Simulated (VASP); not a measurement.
Fe3Co, 4 atoms in the cell. Symmetry: P4/mmm, No. 123, tetragonal system. Conventional cell: a = 4.024 Å, b = 4.024 Å, c = 2.828 Å, α = 90.00°, β = 90.00°, γ = 90.00°. Fe (site symmetry 4/mmm) has 10 Fe at 2.46 to 2.83 Å and 4 Co at 2.85 Å within 3.2 Å. Fe (site symmetry mmm) has 10 Fe at 2.46 to 2.85 Å and 4 Co at 2.46 Å within 3.2 Å. Co (site symmetry 4/mmm) has 12 Fe at 2.46 to 2.85 Å and 2 Co at 2.83 Å within 3.2 Å. 

* Program: VASP 6.6.1
* Task: single point
* Functional: PBEsol
* Dispersion: D3(BJ)
* Potentials or basis: VASP PAW PBE potentials, release 64 (Fe, Co)
* Cutoff: 600 eV
* k mesh: 4 × 4 × 6
* Occupations: fermi-dirac, width 0.15 eV
* Spin: collinear spin, ferromagnetic start
* Starting moments: [3.5, 3.5, 3.5, 2.5] μB
* Dipole correction: no
* Further INCAR settings: ALGO = Normal; EDIFF = 1e-06; NBANDS = 28

Potentials or basis: VASP PAW PBE potentials, release 64 (Fe, Co).

Command:

```console
$ cat potpaw_PBE.64/Fe/POTCAR potpaw_PBE.64/Co/POTCAR > POTCAR
$ mpirun -np 1 vasp_std > vasp.out
```

Hardware: 1 thread of AMD EPYC 7R13 Processor (Zen 3) (shared host).

Task: Estimate the wall time of this run.

Result: It took 65 s on 1 thread of AMD EPYC 7R13 Processor (Zen 3), on a shared host, peak memory 0.2 GiB. Counts: scf iterations 18, k points 24.
